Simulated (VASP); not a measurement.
# BN (F-43m) in VASP: notebook

The runs below take BN through single point, with PBE, LDA, PBEsol.

Everything below comes from runs of VASP 6.6.1. Logs are shortened: lines on timing, memory, paths and dates and some standing lists are left out, and cuts for length are marked.

### 1 The cell of the first run

Symmetry: F-43m, No. 216, cubic system. The conventional cell has a = 3.610 Å, b = 3.610 Å, c = 3.610 Å, α = 90.00°, β = 90.00°, γ = 90.00°. B (site symmetry -43m) has 4 N at 1.56 Å within 2.1 Å. N (site symmetry -43m) has 4 B at 1.56 Å within 2.1 Å.

### 2 Single point, PBE

INCAR

```
PREC = Accurate
ENCUT = 600
EDIFF = 1E-6
ISMEAR = 0
SIGMA = 0.01
LREAL = F
LASPH = T
NELM = 120
ALGO = Normal
ISIF = 2
LWAVE = F
LCHARG = F
GGA = PE
NBANDS = 11
GGA_COMPAT = F
```

KPOINTS

```
Automatic mesh
0
Gamma
  4 4 4
```

POSCAR

```
BN
1.0
    0.0000000000      1.8048254535      1.8048254535
    1.8048254535      0.0000000000      1.8048254535
    1.8048254535      1.8048254535      0.0000000000
B N
1 1
Direct
    0.0000000000      0.0000000000      0.0000000000
    0.2500000000      0.2500000000      0.2500000000
```

Potentials or basis: VASP PAW PBE potentials, release 64 (B, N).

Launch:

```sh
$ cat potpaw_PBE.64/B/POTCAR potpaw_PBE.64/N/POTCAR > POTCAR
$ mpirun -np 1 vasp_std > vasp.out
```

OUTCAR:

```text
PREC = Accurate
   ENCUT = 600
   EDIFF = 1E-6
   ISMEAR = 0
   LREAL = F
   LASPH = T
   NELM = 120
   ISIF = 2
   GGA = PE

 ion  position               nearest neighbor table
   1  0.000  0.000  0.000-   2 1.56   2 1.56   2 1.56   2 1.56
   2  0.250  0.250  0.250-   1 1.56   1 1.56   1 1.56   1 1.56

  LATTYP: Found a face centered cubic cell.
 ALAT       =     3.6096509070

  Lattice vectors:

 A1 = (   0.0000000000,   1.8048254535,   1.8048254535)
 A2 = (   1.8048254535,   0.0000000000,   1.8048254535)
 A3 = (   1.8048254535,   1.8048254535,   0.0000000000)

Analysis of symmetry for initial positions (statically):
=====================================================================
 Subroutine PRICEL returns:
 Original cell was already a primitive cell.

 Routine SETGRP: Setting up the symmetry group for a
 face centered cubic supercell.

 Subroutine GETGRP returns: Found 24 space group operations
 (whereof 24 operations were pure point group operations)
 out of a pool of 48 trial point group operations.

The static configuration has the point symmetry T_d .

Analysis of symmetry for dynamics (positions and initial velocities):
=====================================================================
 Subroutine PRICEL returns:
 Original cell was already a primitive cell.

 Routine SETGRP: Setting up the symmetry group for a
 face centered cubic supercell.

 Subroutine GETGRP returns: Found 24 space group operations
 (whereof 24 operations were pure point group operations)
 out of a pool of 48 trial point group operations.

The dynamic configuration has the point symmetry T_d .

 Subroutine INISYM returns: Found 24 space group operations
 (whereof 24 operations are pure point group operations),
 and found     1 'primitive' translations

----------------------------------------------------------------------------------------

                                     Primitive cell

  volume of cell :      11.7581

  direct lattice vectors                    reciprocal lattice vectors
     0.000000000  1.804825453  1.804825453    -0.277035100  0.277035100  0.277035100
     1.804825453  0.000000000  1.804825453     0.277035100 -0.277035100  0.277035100
     1.804825453  1.804825453  0.000000000     0.277035100  0.277035100 -0.277035100

  length of vectors
     2.552408634  2.552408634  2.552408634     0.479838869  0.479838869  0.479838869

  position of ions in fractional coordinates (direct lattice)
     0.000000000  0.000000000  0.000000000
     0.250000000  0.250000000  0.250000000

[... 67 lines left out ...]
   POTIM  = 0.5000    time-step for ionic-motion
   TEBEG  =    0.0;   TEEND  =   0.0 temperature during run
   PSTRESS=    0.0 pullay stress
   NELECT =       8.0000    total number of electrons
   NUPDOWN=      -1.0000    fix difference up-down
   EMIN   =  10.00;   EMAX   =-10.00  energy-range for DOS
   EFERMI =   0.00;   METHOD = LEGACY
   ISMEAR =     0;   SIGMA  =   0.01  broadening in eV -4-tet -1-fermi 0-gaus
   EFERMI_NEDOS =   21; number of points for ismear=-14 and -15
   IALGO  =     38    algorithm
   IMIX   =      4    mixing-type and parameters
     AMIX     =   0.40;   BMIX     =  1.00
     AMIX_MAG =   1.60;   BMIX_MAG =  1.00
  volume/ion in A,a.u.               =       5.88        39.67
  Fermi-wavevector in a.u.,A,eV,Ry     =   1.439880  2.720979 28.208337  2.073254
  Thomas-Fermi vector in A             =   2.558686
   LORBIT       =      0    0 simple, 1 ext, 2 COOP (PROOUT), +10 PAW based schemes
   GGA     = PE    functional components
   LHFCALC =     F    Hartree Fock is set to
   AEXX    =    0.0000 exact exchange contribution
   IVDW    =     0    specifies the selected vdW correction
   LEPSILON=     F    determine dielectric tensor
   LRPA    =     F    only Hartree local field effects (RPA)
 non-spin polarized calculation
 Gauss-broadening in eV      SIGMA  =   0.01
  energy-cutoff  :      600.00
  volume of cell :       11.76
 maximum number of plane-waves:       399
   NGX = 11   NGY = 11   NGZ = 11

 number of electron       7.9999999 magnetization

 Free energy of the ion-electron system (eV)
  ---------------------------------------------------
  ext. energy  EPLUGINS =         0.00000000
  ---------------------------------------------------
  free energy    TOTEN  =       -17.37732275 eV

  energy without entropy =      -17.37732275  energy(sigma->0) =      -17.37732275

 E-fermi :   7.5591     XC(G=0): -12.8346

 val. band max:        7.4928189928   @ k =   0.0000   0.0000   0.0000
 cond. band min:      11.9325145746   @ k =   0.5000   0.5000   0.0000
 fundamental gap:      4.4396955818
 Fermi energy:         7.5590980916

 k-point     1 :       0.0000    0.0000    0.0000
  band No.  band energies     occupation
      1     -12.8031      2.00000
      2       7.4928      2.00000
      3       7.4928      2.00000
      4       7.4928      2.00000
      5      16.3060      0.00000
      6      16.3060      0.00000
      7      16.3060      0.00000
      8      17.9075      0.00000
      9      32.3017      0.00000
     10      35.2849      0.00000
     11      35.2849      0.00000
[... 85 lines left out ...]
 k-point     8 :      -0.2500    0.5000    0.2500
  band No.  band energies     occupation
      1      -6.8688      2.00000
      2      -0.1277      2.00000
      3       0.4801      2.00000
      4       0.9382      2.00000
      5      17.0970      0.00000
      6      20.8322      0.00000
      7      21.9990      0.00000
      8      22.2098      0.00000
      9      26.8575      0.00000
     10      33.1317      0.00000
     11      37.0671      0.00000

------------------------ aborting loop because EDIFF is reached ----------------------------------------

  FORCE on cell =-STRESS in cart. coord.  units (eV):
  Direction    XX          YY          ZZ          XY          YZ          ZX
  --------------------------------------------------------------------------------------
  -------------------------------------------------------------------------------------
  Total        0.3989841      0.3989841      0.3989841     -0.0000000      0.0000000     -0.0000000
  in kB       54.3664040     54.3664040     54.3664040     -0.0000000      0.0000000     -0.0000000
  external PRESSURE =      54.3664040 kB  Pullay stress =       0.0000000 kB

 VOLUME and BASIS-vectors are now :
 -----------------------------------------------------------------------------
  energy-cutoff  :      600.00
  volume of cell :       11.76
      direct lattice vectors                 reciprocal lattice vectors
     0.000000000  1.804825453  1.804825453    -0.277035100  0.277035100  0.277035100
     1.804825453  0.000000000  1.804825453     0.277035100 -0.277035100  0.277035100
     1.804825453  1.804825453  0.000000000     0.277035100  0.277035100 -0.277035100

 POSITION                                       TOTAL-FORCE (eV/Angst)
 -----------------------------------------------------------------------------------
      0.00000      0.00000      0.00000         0.000000      0.000000      0.000000
      0.90241      0.90241      0.90241        -0.000000     -0.000000     -0.000000
 -----------------------------------------------------------------------------------
    total drift:                                0.000000      0.000000      0.000000

  FREE ENERGIE OF THE ION-ELECTRON SYSTEM (eV)
  ---------------------------------------------------
  free  energy   TOTEN  =       -17.3773227519 eV

  energy  without entropy=      -17.3773227519  energy(sigma->0) =      -17.37732275
```

OSZICAR:

```text
N       E                     dE             d eps       ncg     rms          rms(c)
DAV:   1     0.159176414154E+02    0.15918E+02   -0.60688E+03   192   0.841E+02
DAV:   2    -0.177142239416E+02   -0.33632E+02   -0.32203E+02   227   0.193E+02
DAV:   3    -0.183770241962E+02   -0.66280E+00   -0.65982E+00   203   0.214E+01
DAV:   4    -0.183779719595E+02   -0.94776E-03   -0.94775E-03   203   0.894E-01
DAV:   5    -0.183779728140E+02   -0.85441E-06   -0.85438E-06   200   0.282E-02    0.677E+00
DAV:   6    -0.174670002841E+02    0.91097E+00   -0.29701E+00   182   0.106E+01    0.328E+00
DAV:   7    -0.173914851109E+02    0.75515E-01   -0.11237E-01   191   0.279E+00    0.193E+00
DAV:   8    -0.173770222651E+02    0.14463E-01   -0.37608E-02   182   0.142E+00    0.196E-01
DAV:   9    -0.173772226257E+02   -0.20036E-03   -0.10009E-03   188   0.271E-01    0.857E-02
DAV:  10    -0.173773172716E+02   -0.94646E-04   -0.13455E-04   182   0.104E-01    0.157E-02
DAV:  11    -0.173773226904E+02   -0.54187E-05   -0.93363E-06   191   0.257E-02    0.107E-02
DAV:  12    -0.173773227519E+02   -0.61507E-07   -0.15082E-06   112   0.918E-03
   1 F= -.17377323E+02 E0= -.17377323E+02  d E =-.220745E-22
```

Wall time 3.5 s (1 thread of Intel Xeon Platinum 8259CL at 2.50GHz (Skylake/Cascade Lake), shared host); peak memory 0.11 GiB.

What came out:

```
Free energy            : -17.3773 eV
Pressure               : 5.4 GPa
Band gap on the k mesh : 4.44 eV, indirect (least direct gap 8.81 eV)
```

Caveat: the k points lie up to 0.75 Å⁻¹ apart. A k mesh can miss the band edges.

### 3 Single point, LDA

INCAR

```
PREC = Accurate
ENCUT = 600
EDIFF = 1E-6
ISMEAR = 0
SIGMA = 0.01
LREAL = False
LASPH = True
NELM = 120
ALGO = Normal
ISIF = 2
LWAVE = False
LCHARG = False
GGA = CA
NBANDS = 11
GGA_COMPAT = False
```

KPOINTS

```
regular mesh
0
Gamma
  4 4 4
```

POSCAR is that of step 2.

Potentials or basis: VASP PAW LDA potentials, release 64 (B, N).

Launch:

```sh
$ cat potpaw_LDA.64/B/POTCAR potpaw_LDA.64/N/POTCAR > POTCAR
$ mpirun -np 1 vasp_std > vasp.out
```

OUTCAR:

```text
PREC = Accurate
   ENCUT = 600
   EDIFF = 1E-6
   ISMEAR = 0
   LREAL = False
   LASPH = True
   NELM = 120
   ISIF = 2
   GGA = CA

 ion  position               nearest neighbor table
   1  0.000  0.000  0.000-   2 1.56   2 1.56   2 1.56   2 1.56
   2  0.250  0.250  0.250-   1 1.56   1 1.56   1 1.56   1 1.56

  LATTYP: Found a face centered cubic cell.
 ALAT       =     3.6096509070

  Lattice vectors:

 A1 = (   0.0000000000,   1.8048254535,   1.8048254535)
 A2 = (   1.8048254535,   0.0000000000,   1.8048254535)
 A3 = (   1.8048254535,   1.8048254535,   0.0000000000)

Analysis of symmetry for initial positions (statically):
=====================================================================
 Subroutine PRICEL returns:
 Original cell was already a primitive cell.

 Routine SETGRP: Setting up the symmetry group for a
 face centered cubic supercell.

 Subroutine GETGRP returns: Found 24 space group operations
 (whereof 24 operations were pure point group operations)
 out of a pool of 48 trial point group operations.

The static configuration has the point symmetry T_d .

[... 152 lines left out ...]
      1     -12.6570      2.00000
      2       7.4784      2.00000
      3       7.4784      2.00000
      4       7.4784      2.00000
      5      16.1548      0.00000
      6      16.1548      0.00000
      7      16.1548      0.00000
      8      17.9785      0.00000
      9      32.0191      0.00000
     10      35.2915      0.00000
     11      35.2915      0.00000
[... 85 lines left out ...]
 k-point     8 :      -0.2500    0.5000    0.2500
  band No.  band energies     occupation
      1      -6.6229      2.00000
      2      -0.0621      2.00000
      3       0.4001      2.00000
      4       0.8618      2.00000
      5      16.9122      0.00000
      6      20.7397      0.00000
      7      21.7188      0.00000
      8      22.1942      0.00000
      9      26.5657      0.00000
     10      32.8174      0.00000
     11      36.8164      0.00000

------------------------ aborting loop because EDIFF is reached ----------------------------------------

  FORCE on cell =-STRESS in cart. coord.  units (eV):
  Direction    XX          YY          ZZ          XY          YZ          ZX
  --------------------------------------------------------------------------------------
  -------------------------------------------------------------------------------------
  Total       -0.5875565     -0.5875565     -0.5875565      0.0000000      0.0000000      0.0000000
  in kB      -80.0616623    -80.0616623    -80.0616623      0.0000000      0.0000000      0.0000000
  external PRESSURE =     -80.0616623 kB  Pullay stress =       0.0000000 kB

 VOLUME and BASIS-vectors are now :
 -----------------------------------------------------------------------------
  energy-cutoff  :      600.00
  volume of cell :       11.76
      direct lattice vectors                 reciprocal lattice vectors
     0.000000000  1.804825453  1.804825453    -0.277035100  0.277035100  0.277035100
     1.804825453  0.000000000  1.804825453     0.277035100 -0.277035100  0.277035100
     1.804825453  1.804825453  0.000000000     0.277035100  0.277035100 -0.277035100

 POSITION                                       TOTAL-FORCE (eV/Angst)
 -----------------------------------------------------------------------------------
      0.00000      0.00000      0.00000        -0.000000     -0.000000     -0.000000
      0.90241      0.90241      0.90241         0.000000      0.000000      0.000000
 -----------------------------------------------------------------------------------
    total drift:                               -0.000000     -0.000000     -0.000000

  FREE ENERGIE OF THE ION-ELECTRON SYSTEM (eV)
  ---------------------------------------------------
  free  energy   TOTEN  =       -19.3355676974 eV

  energy  without entropy=      -19.3355676974  energy(sigma->0) =      -19.33556770
```

stdout:

```text
POSCAR found type information on POSCAR B N
 POSCAR found :  2 types and       2 ions
 scaLAPACK will be used
 LDA part: xc-table for (Slater(with rela. corr.)+CA(PZ))
 , standard interpolation
 POSCAR, INCAR and KPOINTS ok, starting setup
 FFT: planning ... GRIDC
 FFT: planning ... GRID_SOFT
 FFT: planning ... GRID
 WAVECAR not read
 entering main loop
```

It took 2.3 s on 1 thread of Intel Xeon Platinum 8259CL at 2.50GHz (Skylake/Cascade Lake), shared host; peak memory 0.11 GiB.

Results:

* Free energy: -19.3356 eV
* Pressure: -8.0 GPa
* Band gap on the k mesh: 4.32 eV, indirect (least direct gap 8.68 eV)

Levels at points of the mesh, in eV from the valence-band top:
```
           k point  band 1  band 2  band 3  band 4  band 5  band 6  band 7  band 8
(0.00, 0.00, 0.00)  -20.14    0.00    0.00    0.00    8.68    8.68    8.68   10.50
(0.50, 0.00, 0.00)  -15.82  -10.77   -1.96   -1.96   10.25   10.56   10.56   15.05
(0.50, 0.50, 0.00)  -14.44   -8.93   -4.96   -4.96    4.32    9.14   17.75   17.75
```

Caveat: the k points lie up to 0.75 Å⁻¹ apart. A k mesh can miss the band edges.

(Continued in part 2 of 2.)
